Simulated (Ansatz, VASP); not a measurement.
**Two plane-wave programs on BN**

INCAR

```
  ALGO = Normal
  EDIFF = 1E-6
  ENCUT = 520
  GGA = PE
  ISIF = 2
  ISMEAR = 0
  LASPH = True
  LCHARG = True
  LELF = True
  LREAL = False
  LVHAR = True
  LWAVE = False
  NBANDS = 11
  NELM = 80
  PREC = Accurate
  SIGMA = 0.05
```

The input KPOINTS:

```
k-points
0
Gamma
  12 12 12
```

Contents of POSCAR:

```
BN
1.0
    0.0000000000      1.6043068058      1.8557626440
    1.8557626440      0.0000000000      1.8557626440
    1.8557626440      1.6043068058      0.0000000000
B N
1 1
Direct
    0.0000000000      0.0000000000      0.0000000000
    0.7500000000      0.7500000000      0.7500000000
```

Input for Ansatz:

```yaml
crystal:
  lattice:
    - [0.0, 1.6043068058, 1.855762644]
    - [1.855762644, 0.0, 1.855762644]
    - [1.855762644, 1.6043068058, 0.0]
  atoms:
    - { symbol: B, position: [0.0, 0.0, 0.0] }
    - { symbol: "N", position: [0.75, 0.75, 0.75] }
basis:
  ecutwfc: 520.0
kpoints:
  mp_grid: { grid: [12, 12, 12] }
hamiltonian:
  xc: pbe
scf:
  occupations: { method: gaussian, width: 0.05 }
output:
  forces: true
  stress: true
  eigenvalues: true
```

Alike in both runs: task single point; functional PBE; k mesh 12 × 12 × 12; occupations gaussian, width 0.05 eV; no spin polarisation.

|  | VASP | Ansatz |
| --- | --- | --- |
| version | VASP 6.6.1 | Ansatz 0.2.0 |
| potentials or method | VASP PAW PBE potentials, release 64 (B, N), cutoff 520 eV | scalar-relativistic, plane waves, PAW |
| valence electrons in the cell | 8 | 8 |

```tsv
	VASP	Ansatz	Ansatz less VASP
gap on the k mesh at the Fermi level (eV)	2.19	2.21	+0.016
least direct gap on the mesh (eV)	7.86	7.87	+0.014
```

With one functional, cell and mesh, what is left measures potentials, basis and numerics.
